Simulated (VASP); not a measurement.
## Al: single point with PBE

Al:

```
Al
1.0
    -1.62243    1.62243    1.62243
     1.62243   -1.62243    1.62243
     1.62243    1.62243   -1.62243
Al
1
Cartesian
  0.0000 0.0000 0.0000
```

This cell differs from its parent crystal: volume scaled by 1.06.

```yaml
Program: VASP 6.6.1
Task: single point
Functional: PBE
Potentials_or_basis: VASP PAW PBE potentials, release 64 (Al)
Cutoff: 520 eV
k_mesh: 12 × 12 × 12
Occupations: fermi-dirac, width 0.1 eV
Spin: collinear spin, ferromagnetic start
Starting_moments: "[1.0] μB"
Fixed_moment: 1 μB
Dipole_correction: no
Further_INCAR_settings: ALGO = Fast; EDIFF = 1e-06; NBANDS = 12
```

The pressure is 5.6 GPa and the net moment is 1.00 μB per cell. The site moments are Al +0.25 μB and the valence electrons inside the program's atomic spheres are Al 0.77.

Wall time 12 s on 1 thread of Intel(R) Xeon(R) 6975P-C (Granite Rapids) (shared host), peak memory 0.15 GiB.

Caveat: the total moment is fixed, so each spin has its own Fermi level.
